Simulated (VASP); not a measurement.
Crystal: C.

```
C
1.0
     1.99835    1.15375    1.31523
    -1.99835    1.15375    1.31523
     0.00000   -2.30750    1.31523
C
3
Direct
  0.71567 0.28433 0.50000
  0.50000 0.71567 0.28433
  0.28433 0.50000 0.71567
```

* Program: VASP 6.6.1
* Task: relaxation of cell and atoms
* Functional: PBE
* Potentials or basis: VASP PAW PBE potentials, release 64 (C)
* Cutoff: 600 eV
* k mesh: 6 × 6 × 6
* Occupations: gaussian, width 0.1 eV
* Spin: no spin polarisation

At the start: pressure 19.2 GPa; volume 6.06 Å³/atom.

How do energy, volume and symmetry change on relaxing?

Over 10 steps the energy falls by 40.7 meV/atom and the volume is 6.39 Å³/atom (+5.3 %); space group R32 (No. 155, to 0.05 Å).

The path:
```
step  energy change (eV)  largest force (eV/Å)  pressure (GPa)  volume (Å³)
   1              0.0000                1.0403           19.25        18.19
   2              0.2282                2.6977          -19.11        20.15
   3             -0.0786                0.9356            3.38        18.78
   4             -0.0791                0.8427            4.17        18.74
   5             -0.1132                0.2431           -5.42        19.54
   6             -0.1200                0.0540           -2.85        19.31
   7             -0.1209                0.1489            2.22        19.07
   8             -0.1218                0.0633            0.08        19.17
   9             -0.1217                0.1058            0.09        19.15
  10             -0.1220                0.0052            0.08        19.16
```

Final structure:
```cif
data_structure
_symmetry_space_group_name_H-M 'P 1'
_symmetry_Int_Tables_number 1
_cell_length_a 2.7151
_cell_length_b 2.7151
_cell_length_c 2.7151
_cell_angle_alpha 99.128
_cell_angle_beta 99.128
_cell_angle_gamma 99.128
_cell_volume 19.16
loop_
_atom_site_label
_atom_site_type_symbol
_atom_site_fract_x
_atom_site_fract_y
_atom_site_fract_z
_atom_site_occupancy
C1 C 0.71530 0.28470 0.50000 1
C2 C 0.50000 0.71530 0.28470 1
C3 C 0.28470 0.50000 0.71530 1
```

Caveat: the k points lie up to 0.40 Å⁻¹ apart in the final cell.
